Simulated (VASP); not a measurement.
# NaF (Pmma) in VASP: single point with PBE

Aim: the single point of NaF with PBE.

All numbers are computed with VASP 6.6.1; they aren't measurements. Logs are shortened: lines on timing, memory, paths and dates and some standing lists are left out, and cuts for length are marked.

### 1 The cell of the first run

It takes space group Pmma (No. 51, orthorhombic). The conventional cell has a = 6.896 Å, b = 3.927 Å, c = 3.718 Å, α = 90.00°, β = 90.00°, γ = 90.00°. Within 3.0 Å of Na (site symmetry mm2) lie 6 F at 2.17 to 2.95 Å and 4 Na at 2.93 Å. Na (site symmetry 2/m) has 4 F at 1.96 to 2.17 Å within 2.6 Å. Within 3.0 Å of F (site symmetry mm2) lie 6 Na at 2.17 to 2.95 Å and 4 F at 2.93 Å. Within 2.6 Å of F (site symmetry 2/m) lie 4 Na at 1.96 to 2.17 Å.

The cell was built from a structure type or drawn by symmetry, and may not be a known phase.

### 2 Single point, PBE

INCAR

```
SYSTEM = NaF
PREC = Accurate
ENCUT = 520
EDIFF = 1E-6
ISMEAR = 0
SIGMA = 0.1
LREAL = .FALSE.
LASPH = .TRUE.
NELM = 60
ALGO = Normal
ISIF = 2
LWAVE = .FALSE.
LCHARG = .TRUE.
GGA = PE
LELF = .TRUE.
LVHAR = .TRUE.
NBANDS = 38
```

KPOINTS

```
regular mesh
0
G
  4 4 6
  0 0 0
```

POSCAR

```
NaF
1.0
    6.8961026000      0.0000000000      0.0000000000
    0.0000000000      3.9265507200      0.0000000000
    0.0000000000      0.0000000000      3.7179112700
Na F
4 4
Direct
    0.7500000000      0.0000000000      0.3554073800
    0.0000000000      0.5000000000      0.0000000000
    0.2500000000      0.0000000000      0.6445926200
    0.5000000000      0.5000000000      0.0000000000
    0.7500000000      0.5000000000      0.6445926200
    0.0000000000      0.0000000000      0.0000000000
    0.2500000000      0.5000000000      0.3554073800
    0.5000000000      0.0000000000      0.0000000000
```

Potentials or basis: VASP PAW PBE potentials, release 64 (Na_pv, F).

On the command line:

```console
> cat potpaw_PBE.64/Na_pv/POTCAR potpaw_PBE.64/F/POTCAR > POTCAR
> mpirun -np 1 vasp_std > vasp.out
```

OUTCAR:

```text
SYSTEM = NaF
   PREC = Accurate
   ENCUT = 520
   EDIFF = 1E-6
   ISMEAR = 0
   LREAL = .FALSE.
   LASPH = .TRUE.
   NELM = 60
   ISIF = 2
   GGA = PE

 ion  position               nearest neighbor table
   1  0.750  0.000  0.355-   6 2.17   8 2.17   5 2.24   5 2.24
   2  0.000  0.500  0.000-   6 1.96   6 1.96   7 2.17   5 2.17
   3  0.250  0.000  0.645-   6 2.17   8 2.17   7 2.24   7 2.24
   4  0.500  0.500  0.000-   8 1.96   8 1.96   5 2.17   7 2.17
   5  0.750  0.500  0.645-   2 2.17   4 2.17   1 2.24   1 2.24
   6  0.000  0.000  0.000-   2 1.96   2 1.96   3 2.17   1 2.17
   7  0.250  0.500  0.355-   2 2.17   4 2.17   3 2.24   3 2.24
   8  0.500  0.000  0.000-   4 1.96   4 1.96   1 2.17   3 2.17

  LATTYP: Found a simple orthorhombic cell.
 ALAT       =     3.7179112700
 B/A-ratio  =     1.0561173828
 C/A-ratio  =     1.8548324850

  Lattice vectors:

 A1 = (   0.0000000000,   0.0000000000,  -3.7179112700)
 A2 = (   0.0000000000,   3.9265507200,   0.0000000000)
 A3 = (   6.8961026000,   0.0000000000,   0.0000000000)

Analysis of symmetry for initial positions (statically):
=====================================================================
 Subroutine PRICEL returns:
 Original cell was already a primitive cell.

 Routine SETGRP: Setting up the symmetry group for a
 simple orthorhombic supercell.

 Subroutine GETGRP returns: Found  8 space group operations
 (whereof  4 operations were pure point group operations)
 out of a pool of  8 trial point group operations.

The static configuration has the point symmetry C_2h.
 The point group associated with its full space group is D_2h.

Analysis of symmetry for dynamics (positions and initial velocities):
=====================================================================
 Subroutine PRICEL returns:
 Original cell was already a primitive cell.

 Routine SETGRP: Setting up the symmetry group for a
 simple orthorhombic supercell.

 Subroutine GETGRP returns: Found  8 space group operations
 (whereof  4 operations were pure point group operations)
 out of a pool of  8 trial point group operations.

The dynamic configuration has the point symmetry C_2h.
 The point group associated with its full space group is D_2h.

 Subroutine INISYM returns: Found  8 space group operations
 (whereof  4 operations are pure point group operations),
 and found     1 'primitive' translations

[... 112 lines left out ...]
   ISIF   =      2    stress and relaxation
   ISYM   =      2    0-nonsym 1-usesym 2-fastsym
   POTIM  = 0.5000    time-step for ionic-motion
   TEBEG  =    0.0;   TEEND  =   0.0 temperature during run
   PSTRESS=    0.0 pullay stress
   NELECT =      56.0000    total number of electrons
   NUPDOWN=      -1.0000    fix difference up-down
   EMIN   =  10.00;   EMAX   =-10.00  energy-range for DOS
   EFERMI =   0.00;   METHOD = LEGACY
   ISMEAR =     0;   SIGMA  =   0.10  broadening in eV -4-tet -1-fermi 0-gaus
   EFERMI_NEDOS =   21; number of points for ismear=-14 and -15
   IALGO  =     38    algorithm
   IMIX   =      4    mixing-type and parameters
     AMIX     =   0.40;   BMIX     =  1.00
     AMIX_MAG =   1.60;   BMIX_MAG =  1.00
  volume/ion in A,a.u.               =      12.58        84.92
  Fermi-wavevector in a.u.,A,eV,Ry     =   1.346375  2.544281 24.663647  1.812727
  Thomas-Fermi vector in A             =   2.474212
   LORBIT       =      0    0 simple, 1 ext, 2 COOP (PROOUT), +10 PAW based schemes
   GGA     = PE    functional components
   LHFCALC =     F    Hartree Fock is set to
   AEXX    =    0.0000 exact exchange contribution
   IVDW    =     0    specifies the selected vdW correction
   LEPSILON=     F    determine dielectric tensor
   LRPA    =     F    only Hartree local field effects (RPA)
 non-spin polarized calculation
 Gauss-broadening in eV      SIGMA  =   0.10
  energy-cutoff  :      520.00
  volume of cell :      100.67
 maximum number of plane-waves:      2748
 NGX is ok and might be reduce to    54
   NGX = 25   NGY = 15   NGZ = 13

 number of electron      56.0000004 magnetization

 Free energy of the ion-electron system (eV)
  ---------------------------------------------------
  ext. energy  EPLUGINS =         0.00000000
  ---------------------------------------------------
  free energy    TOTEN  =       -32.22897324 eV

  energy without entropy =      -32.22897324  energy(sigma->0) =      -32.22897324

 E-fermi :  -1.2321     XC(G=0):  -8.9996

 val. band max:       -1.7665283405   @ k =   0.0000   0.5000   0.0000
 cond. band min:       3.8846967935   @ k =   0.0000   0.0000   0.0000
 fundamental gap:      5.6512251341
 Fermi energy:        -1.2321336360

 k-point     1 :       0.0000    0.0000    0.0000
  band No.  band energies     occupation
      1     -21.9122      2.00000
      2     -21.6749      2.00000
      3     -21.6269      2.00000
      4     -21.4277      2.00000
      5     -21.4127      2.00000
      6     -21.4108      2.00000
[... 973 lines left out ...]
     37      13.4549      0.00000
     38      13.4549      0.00000

 [... further k-points ...]

------------------------ aborting loop because EDIFF is reached ----------------------------------------

  FORCE on cell =-STRESS in cart. coord.  units (eV):
  Direction    XX          YY          ZZ          XY          YZ          ZX
  --------------------------------------------------------------------------------------
  -------------------------------------------------------------------------------------
  Total        5.1766354     15.5252564     -0.2419468      0.0000000      0.0000000      0.0000000
  in kB       82.3842536    247.0787627     -3.8504945      0.0000000      0.0000000      0.0000000
  external PRESSURE =     108.5375073 kB  Pullay stress =       0.0000000 kB

 VOLUME and BASIS-vectors are now :
 -----------------------------------------------------------------------------
  energy-cutoff  :      520.00
  volume of cell :      100.67
      direct lattice vectors                 reciprocal lattice vectors
     6.896102600  0.000000000  0.000000000     0.145009443  0.000000000  0.000000000
     0.000000000  3.926550720  0.000000000     0.000000000  0.254676450  0.000000000
     0.000000000  0.000000000  3.717911270     0.000000000  0.000000000  0.268968226

 POSITION                                       TOTAL-FORCE (eV/Angst)
 -----------------------------------------------------------------------------------
      5.17208      0.00000      1.32137        -0.000000      0.000000      0.750510
      0.00000      1.96328      0.00000         0.000000      0.000000     -0.000000
      1.72403      0.00000      2.39654         0.000000      0.000000     -0.750510
      3.44805      1.96328      0.00000         0.000000      0.000000     -0.000000
      5.17208      1.96328      2.39654         0.000000     -0.000000     -0.858083
      0.00000      0.00000      0.00000         0.000000      0.000000     -0.000000
      1.72403      1.96328      1.32137         0.000000      0.000000      0.858083
      3.44805      0.00000      0.00000         0.000000      0.000000     -0.000000
 -----------------------------------------------------------------------------------
    total drift:                                0.000000     -0.000000      0.000000

  FREE ENERGIE OF THE ION-ELECTRON SYSTEM (eV)
  ---------------------------------------------------
  free  energy   TOTEN  =       -32.2289732358 eV

  energy  without entropy=      -32.2289732358  energy(sigma->0) =      -32.22897324
```

OSZICAR:

```text
N       E                     dE             d eps       ncg     rms          rms(c)
DAV:   1     0.746645023184E+03    0.74665E+03   -0.29125E+04  2764   0.187E+03
DAV:   2     0.559998370402E+02   -0.69065E+03   -0.65557E+03  2964   0.545E+02
DAV:   3    -0.334060927214E+02   -0.89406E+02   -0.88268E+02  3054   0.194E+02
DAV:   4    -0.365487855644E+02   -0.31427E+01   -0.31354E+01  3080   0.397E+01
DAV:   5    -0.366159106909E+02   -0.67125E-01   -0.67121E-01  2960   0.591E+00    0.117E+01
DAV:   6    -0.322951040399E+02    0.43208E+01   -0.14411E+01  4262   0.271E+01    0.371E+00
DAV:   7    -0.322328072915E+02    0.62297E-01   -0.30160E-01  3128   0.508E+00    0.232E+00
DAV:   8    -0.322217197565E+02    0.11088E-01   -0.12938E-01  3778   0.558E+00    0.241E-01
DAV:   9    -0.322270395210E+02   -0.53198E-02   -0.28514E-02  3530   0.118E+00    0.145E-01
DAV:  10    -0.322289627052E+02   -0.19232E-02   -0.26820E-03  2932   0.415E-01    0.524E-02
DAV:  11    -0.322289646517E+02   -0.19465E-05   -0.16147E-04  3650   0.190E-01    0.179E-02
DAV:  12    -0.322289719709E+02   -0.73192E-05   -0.64848E-05  3514   0.716E-02    0.694E-03
DAV:  13    -0.322289735618E+02   -0.15909E-05   -0.97118E-06  3410   0.384E-02    0.519E-03
DAV:  14    -0.322289732358E+02    0.32599E-06   -0.22748E-06  2284   0.179E-02
   1 F= -.32228973E+02 E0= -.32228973E+02  d E =-.481217E-15
```

Run time: 2 min. Hardware: 1 thread of Intel Xeon Platinum 8375C at 2.90GHz (Ice Lake), shared host; peak memory 0.24 GiB.

What came out:

- Free energy: -32.2290 eV
- Pressure: 10.9 GPa
- Largest force: 0.858 eV/Å
- Band gap on the k mesh: 5.65 eV (least direct gap 5.70 eV)

Forces on the atoms (eV/Å):
```
Na   0.000  0.000  0.751
Na   0.000  0.000  0.000
Na   0.000  0.000 -0.751
Na   0.000  0.000  0.000
F    0.000  0.000 -0.858
F    0.000  0.000  0.000
F    0.000  0.000  0.858
F    0.000  0.000  0.000
```

Stress tensor (GPa, compression positive):
```
 8.24  0.00  0.00
 0.00 24.71  0.00
 0.00  0.00 -0.39
```

Caveat: the cell stands under pressure. A k mesh can miss the band edges.
